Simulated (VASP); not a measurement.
# Au (P-1) in VASP: a series of runs

Aim: see how the results for Au move with the level of theory and the settings. Levels: LDA, PBEsol. Tasks: density of states.

All numbers are computed with VASP 6.6.1; they aren't measurements. Logs are shortened: lines on timing, memory, paths and dates and some standing lists are left out, and cuts for length are marked.

### Step 1. The cell of the first run

The typed cell holds 2 atoms: a = 2.815 Å, b = 2.820 Å, c = 5.191 Å, α = 103.14°, β = 102.66°, γ = 90.26°.

### Step 2. Density of states, LDA

Contents of POSCAR:

```
Au
1.0
    2.8154890579      0.0000000000      0.0000000000
   -0.0129553469      2.8201795887      0.0000000000
   -1.1378916452     -1.1854109603      4.9240140333
Au
2
Direct
    0.6728620000      0.6659620000      0.2740550000
    0.3271380000      0.3340380000      0.7259450000
```

Contents of INCAR.step1:

```
ALGO = Normal
EDIFF = 1E-6
ENCUT = 400
GGA_COMPAT = F
ISIF = 2
ISMEAR = -1
LASPH = T
LCHARG = T
LMAXMIX = 4
LORBIT = 11
LREAL = F
LWAVE = F
NBANDS = 26
NEDOS = 2001
NELM = 120
PREC = Accurate
SIGMA = 0.05
```

Contents of KPOINTS.step1:

```
k-points
0
Gamma
  6 6 3
```

Contents of INCAR.step2:

```
ALGO = Normal
EDIFF = 1E-6
ENCUT = 400
GGA_COMPAT = F
ICHARG = 11
ISIF = 2
ISMEAR = -5
LASPH = T
LCHARG = F
LMAXMIX = 4
LORBIT = 10
LREAL = F
LWAVE = F
NBANDS = 26
NEDOS = 2001
NELM = 120
PREC = Accurate
SIGMA = 0.05
```

Contents of KPOINTS.step2:

```
k-points
0
Gamma
  9 9 5
```

Potentials or basis: VASP PAW LDA potentials, release 64 (Au_sv_GW).

Run with:

```sh
cat potpaw_LDA.64/Au_sv_GW/POTCAR > POTCAR
cp INCAR.step1 INCAR
cp KPOINTS.step1 KPOINTS
mpirun -np 1 vasp_std > vasp.out
cp INCAR.step2 INCAR
cp KPOINTS.step2 KPOINTS
mpirun -np 1 vasp_std > vasp.out
```

OUTCAR:

```text
EDIFF = 1E-6
   ENCUT = 400
   ICHARG = 11
   ISIF = 2
   ISMEAR = -5
   LASPH = T
   LORBIT = 10
   LREAL = F
   NELM = 120
   PREC = Accurate

 ion  position               nearest neighbor table
   1  0.673  0.666  0.274-   2 2.74   2 2.92   2 2.98   2 3.00   2 3.05
   2  0.327  0.334  0.726-   1 2.74   1 2.92   1 2.98   1 3.00   1 3.05

  LATTYP: Found a triclinic cell.
 ALAT       =     2.8154890579
 B/A-ratio  =     1.4186468224
 C/A-ratio  =     2.8424930260
 COS(alpha) =     0.0022337933
 COS(beta)  =     0.5581870929
 COS(gamma) =     0.7081406305

  Lattice vectors:

 A1 = (  -2.8154890579,   0.0000000000,   0.0000000000)
 A2 = (  -2.8284444048,   2.8201795887,   0.0000000000)
 A3 = (  -4.4671757768,  -4.4549482171,  -4.9240140333)

Analysis of symmetry for initial positions (statically):
=====================================================================
 Subroutine PRICEL returns:
 Original cell was already a primitive cell.

 Routine SETGRP: Setting up the symmetry group for a
 triclinic supercell.

 Subroutine GETGRP returns: Found  2 space group operations
 (whereof  2 operations were pure point group operations)
 out of a pool of  2 trial point group operations.

The static configuration has the point symmetry S_2 .

Analysis of symmetry for dynamics (positions and initial velocities):
=====================================================================
 Subroutine PRICEL returns:
 Original cell was already a primitive cell.

 Routine SETGRP: Setting up the symmetry group for a
 triclinic supercell.

 Subroutine GETGRP returns: Found  2 space group operations
 (whereof  2 operations were pure point group operations)
 out of a pool of  2 trial point group operations.

The dynamic configuration has the point symmetry S_2 .

 Subroutine INISYM returns: Found  2 space group operations
 (whereof  2 operations are pure point group operations),
 and found     1 'primitive' translations

----------------------------------------------------------------------------------------

                                     Primitive cell

  volume of cell :      39.0976

  direct lattice vectors                    reciprocal lattice vectors
     2.815489058  0.000000000  0.000000000     0.355178081  0.001631618  0.082470989
    -0.012955347  2.820179589  0.000000000     0.000000000  0.354587348  0.085363633
    -1.137891645 -1.185410960  4.924014033     0.000000000  0.000000000  0.203086342

  length of vectors
     2.815489058  2.820209346  5.190945072     0.364630766  0.364717887  0.203086342

  position of ions in fractional coordinates (direct lattice)
     0.672862000  0.665962000  0.274055000
     0.327138000  0.334038000  0.725945000

  ion indices of the primitive-cell ions
   primitive index   ion index
                 1           1
                 2           2

----------------------------------------------------------------------------------------

 KPOINTS: k-points

Automatic generation of k-mesh.
 Grid dimensions read from file:
 generate k-points for:    9    9    5

 Generating k-lattice:

  Cartesian coordinates                     Fractional coordinates (reciprocal lattice)
     0.039464231  0.000181291  0.009163443     0.111111111  0.000000000  0.000000000
     0.000000000  0.039398594  0.009484848     0.000000000  0.111111111  0.000000000
     0.000000000  0.000000000  0.040617268     0.000000000  0.000000000  0.200000000

  Length of vectors
     0.040514530  0.040524210  0.040617268

  Shift w.r.t. Gamma in fractional coordinates (k-lattice)
     0.000000000  0.000000000  0.000000000

 TETIRR: Found   1212 inequivalent tetrahedra from     2430

 Subroutine IBZKPT returns following result:
 ===========================================

 Found    203 irreducible k-points:

 Following reciprocal coordinates:
            Coordinates               Weight
  0.000000  0.000000  0.000000      1.000000
  0.111111  0.000000  0.000000      2.000000
  0.222222  0.000000  0.000000      2.000000
  0.333333  0.000000  0.000000      2.000000
  0.444444  0.000000  0.000000      2.000000
  0.000000  0.111111  0.000000      2.000000
[... 16 lines left out ...]
 -0.111111  0.222222  0.000000      2.000000
  0.000000  0.333333  0.000000      2.000000
 [... further k-points ...]
   k-points           NKPTS =    203   k-points in BZ     NKDIM =    203   number of bands    NBANDS=     26
   number of dos      NEDOS =   2001   number of ions     NIONS =      2
   total plane-waves  NPLWV =  11664
   dimension x,y,z NGX =    18 NGY =   18 NGZ =   36
   dimension x,y,z NGXF=    36 NGYF=   36 NGZF=   72
   ions per type =               2
   NGX,Y,Z   is equivalent  to a cutoff of  10.63, 10.61, 11.53 a.u.
   NGXF,Y,Z  is equivalent  to a cutoff of  21.26, 21.22, 23.06 a.u.
 SYSTEM =  unknown system
   PREC   = accura    normal or accurate (medium, high low for compatibility)
   ISTART =      0    job   : 0-new  1-cont  2-samecut
   ICHARG =     11    charge: 1-file 2-atom 10-const
   ISPIN  =      1    spin polarized calculation?
   LNONCOLLINEAR =      F non collinear calculations
   LSORBIT =      F    spin-orbit coupling
   LASPH  =      T    aspherical Exc in radial PAW
   ENCUT  =  400.0 eV  29.40 Ry    5.42 a.u.   4.59  4.60  8.47*2*pi/ulx,y,z
   NELM   =    120;   NELMIN=  2; NELMDL=  0     # of ELM steps
   EDIFF  = 0.1E-05   stopping-criterion for ELM
   LREAL  =      F    real-space projection
   EDIFFG = 0.1E-04   stopping-criterion for IOM
   NSW    =      0    number of steps for IOM
   IBRION =     -1    ionic relax: 0-MD 1-quasi-New 2-CG
   NFREE  =      0    steps in history (QN), initial steepest desc. (CG)
   ISIF   =      2    stress and relaxation
   ISYM   =      2    0-nonsym 1-usesym 2-fastsym
   POTIM  = 0.5000    time-step for ionic-motion
   TEBEG  =    0.0;   TEEND  =   0.0 temperature during run
   PSTRESS=    0.0 pullay stress
   NELECT =      38.0000    total number of electrons
   NUPDOWN=      -1.0000    fix difference up-down
   EMIN   =  10.00;   EMAX   =-10.00  energy-range for DOS
   EFERMI =   0.00;   METHOD = LEGACY
   ISMEAR =    -5;   SIGMA  =   0.05  broadening in eV -4-tet -1-fermi 0-gaus
   EFERMI_NEDOS =   21; number of points for ismear=-14 and -15
   IALGO  =     38    algorithm
   IMIX   =      4    mixing-type and parameters
     AMIX     =   0.40;   BMIX     =  1.00
     AMIX_MAG =   1.60;   BMIX_MAG =  1.00
  volume/ion in A,a.u.               =      19.55       131.92
  Fermi-wavevector in a.u.,A,eV,Ry     =   1.621634  3.064443 35.779180  2.629696
  Thomas-Fermi vector in A             =   2.715378
   LORBIT       =     10    0 simple, 1 ext, 2 COOP (PROOUT), +10 PAW based schemes
   GGA     = CA    functional components
   LHFCALC =     F    Hartree Fock is set to
   AEXX    =    0.0000 exact exchange contribution
   IVDW    =     0    specifies the selected vdW correction
   LEPSILON=     F    determine dielectric tensor
   LRPA    =     F    only Hartree local field effects (RPA)
 non-spin polarized calculation
 Fermi weights with tetrahedron method with Bloechl corrections
  energy-cutoff  :      400.00
  volume of cell :       39.10
 maximum number of plane-waves:       731

 number of electron      38.0000007 magnetization

 Free energy of the ion-electron system (eV)
  ---------------------------------------------------
  ext. energy  EPLUGINS =         0.00000000
  ---------------------------------------------------
  free energy    TOTEN  =        -7.07642232 eV

  energy without entropy =       -7.07642232  energy(sigma->0) =       -7.07642232

 E-fermi :   6.3210     XC(G=0): -12.7117

 val. band max:        6.5976628479   @ k =   0.4444  -0.1111   0.4000
 cond. band min:       6.1344222502   @ k =  -0.2222   0.3333   0.4000
 fundamental gap:     -0.4632405977
 Fermi energy:         6.3209566068

 k-point     1 :       0.0000    0.0000    0.0000
  band No.  band energies     occupation
      1     -98.4143      2.00000
      2     -98.4054      2.00000
      3     -50.1179      2.00000
      4     -49.9621      2.00000
      5     -49.9604      2.00000
      6     -49.9485      2.00000
[... 18 lines left out ...]
     25      22.0520      0.00000
     26      23.9489      0.00000

 k-point     2 :       0.1111    0.0000    0.0000
  band No.  band energies     occupation
      1     -98.4132      2.00000
      2     -98.4044      2.00000
      3     -50.1121      2.00000
      4     -49.9790      2.00000
      5     -49.9651      2.00000
      6     -49.9598      2.00000
[... 18 lines left out ...]
     25      22.4082      0.00000
     26      24.0637      0.00000

 k-point     3 :       0.2222    0.0000    0.0000
  band No.  band energies     occupation
      1     -98.4108      2.00000
      2     -98.4033      2.00000
      3     -50.0988      2.00000
      4     -50.0235      2.00000
      5     -50.0112      2.00000
      6     -49.9559      2.00000
[... 18 lines left out ...]
     25      23.2674      0.00000
     26      23.3232      0.00000

 k-point     4 :       0.3333    0.0000    0.0000
  band No.  band energies     occupation
      1     -98.4075      2.00000
      2     -98.4020      2.00000
      3     -50.0949      2.00000
      4     -50.0678      2.00000
      5     -50.0537      2.00000
      6     -49.9528      2.00000
[... 18 lines left out ...]
     25      22.7774      0.00000
     26      23.2179      0.00000
[... 496 lines left out ...]
      1     -98.4079      2.00000
      2     -98.4005      2.00000
      3     -50.1014      2.00000
      4     -50.0205      2.00000
      5     -50.0106      2.00000
      6     -50.0034      2.00000
[... 18 lines left out ...]
     25      17.9364      0.00000
     26      24.3512      0.00000

 k-point    23 :      -0.1111    0.2222    0.0000
  band No.  band energies     occupation
      1     -98.4101      2.00000
      2     -98.4022      2.00000
      3     -50.1035      2.00000
      4     -50.0201      2.00000
      5     -50.0085      2.00000
      6     -49.9700      2.00000
[... 18 lines left out ...]
     25      20.7522      0.00000
     26      24.3181      0.00000

 k-point    24 :       0.0000    0.3333    0.0000
  band No.  band energies     occupation
      1     -98.4077      2.00000
      2     -98.4020      2.00000
      3     -50.0924      2.00000
      4     -50.0699      2.00000
      5     -50.0523      2.00000
      6     -49.9528      2.00000
[... 18 lines left out ...]
     25      22.7404      0.00000
     26      23.2500      0.00000

 [... further k-points ...]

------------------------ aborting loop because EDIFF is reached ----------------------------------------

  FORCE on cell =-STRESS in cart. coord.  units (eV):
  Direction    XX          YY          ZZ          XY          YZ          ZX
  --------------------------------------------------------------------------------------
  -------------------------------------------------------------------------------------
  Total       -2.9579378     -3.0496942     -1.3926344      0.0152914      0.1101937      0.1166164
  in kB     -121.2131494   -124.9732292    -57.0686760      0.6266253      4.5156204      4.7788152
  external PRESSURE =    -101.0850182 kB  Pullay stress =       0.0000000 kB

 VOLUME and BASIS-vectors are now :
 -----------------------------------------------------------------------------
  energy-cutoff  :      400.00
  volume of cell :       39.10
      direct lattice vectors                 reciprocal lattice vectors
     2.815489058  0.000000000  0.000000000     0.355178081  0.001631618  0.082470989
    -0.012955347  2.820179589  0.000000000     0.000000000  0.354587348  0.085363633
    -1.137891645 -1.185410960  4.924014033     0.000000000  0.000000000  0.203086342

 POSITION                                       TOTAL-FORCE (eV/Angst)
 -----------------------------------------------------------------------------------
      1.57396      1.55326      1.34945         0.012812      0.010022      0.155101
      0.09068      0.08150      3.57456        -0.012812     -0.010022     -0.155101
 -----------------------------------------------------------------------------------
    total drift:                                0.000000      0.000000      0.000000

  FREE ENERGIE OF THE ION-ELECTRON SYSTEM (eV)
  ---------------------------------------------------
  free  energy   TOTEN  =        -7.0764223228 eV

  energy  without entropy=       -7.0764223228  energy(sigma->0) =       -7.07642232

 total charge

# of ion       s       p       d       f       tot
--------------------------------------------------
    1        2.312   6.326   8.513   0.010  17.161
    2        2.312   6.326   8.513   0.010  17.161
--------------------------------------------------
tot          4.624  12.652  17.026   0.019  34.322
```

Run time: 55 s. Hardware: 1 thread of Intel Xeon 6975P-C (Granite Rapids), shared host; peak memory 0.22 GiB.

What came out:

```
Valence electrons inside the program's atomic spheres : Au 17.16
```

Levels at points of the mesh, in eV from the Fermi level:
| k point | band 15 | band 16 | band 17 | band 18 | band 19 | band 20 | band 21 | band 22 | band 23 | band 24 |
| --- | --- | --- | --- | --- | --- | --- | --- | --- | --- | --- |
| (0.00, 0.00, 0.00) | -2.88 | -2.34 | -2.28 | -2.05 | -1.67 | -0.01 | 2.67 | 13.93 | 14.07 | 15.48 |

Caveat: the k points lie up to 0.43 Å⁻¹ apart; spin-orbit coupling is left out, which moves the levels of the heavy elements; tetrahedron occupations give inexact forces and stress in metals.

### Step 3. Density of states, PBEsol

POSCAR is that of step 2.

Contents of INCAR.step1:

```
SYSTEM = Au
PREC = Accurate
ENCUT = 400
EDIFF = 1E-6
ISMEAR = -1
SIGMA = 0.05
LREAL = .False.
LASPH = .True.
NELM = 120
ALGO = Normal
ISIF = 2
LWAVE = .False.
LCHARG = .True.
LMAXMIX = 4
GGA = PS
NBANDS = 26
GGA_COMPAT = .False.
NEDOS = 2001
LORBIT = 11
```

Contents of KPOINTS.step1:

```
regular mesh
0
Gamma
  6 6 3
  0 0 0
```

Contents of INCAR.step2:

```
SYSTEM = Au
PREC = Accurate
ENCUT = 400
EDIFF = 1E-6
ISMEAR = -5
SIGMA = 0.05
LREAL = .False.
LASPH = .True.
NELM = 120
ALGO = Normal
ISIF = 2
LWAVE = .False.
LCHARG = .False.
LMAXMIX = 4
GGA = PS
LORBIT = 11
NEDOS = 2001
ICHARG = 11
GGA_COMPAT = .False.
```

Contents of KPOINTS.step2:

```
regular mesh
0
Gamma
  9 9 5
  0 0 0
```

Potentials or basis: VASP PAW PBE potentials, release 64 (Au_sv_GW).

Run with:

```sh
cat potpaw_PBE.64/Au_sv_GW/POTCAR > POTCAR
cp INCAR.step1 INCAR
cp KPOINTS.step1 KPOINTS
mpirun -np 1 vasp_std > vasp.out
cp INCAR.step2 INCAR
cp KPOINTS.step2 KPOINTS
mpirun -np 1 vasp_std > vasp.out
```

Wall time 58 s (1 thread of Intel Xeon 6975P-C (Granite Rapids), shared host); peak memory 0.21 GiB.

The run converged. Its results:

```
Valence electrons inside the program's atomic spheres : Au 17.11
```

Levels at points of the mesh, in eV from the Fermi level:
```csv
k point,band 16,band 17,band 18,band 19,band 20,band 21,band 22,band 23
"(0.00, 0.00, 0.00)",-2.33,-2.27,-2.04,-1.66,-0.03,2.67,13.96,14.09
```

Caveat: the k points lie up to 0.43 Å⁻¹ apart; the PAW data sets were made with another functional, which shifts forces and pressure a little; spin-orbit coupling is left out, which moves the levels of the heavy elements; tetrahedron occupations give inexact forces and stress in metals.
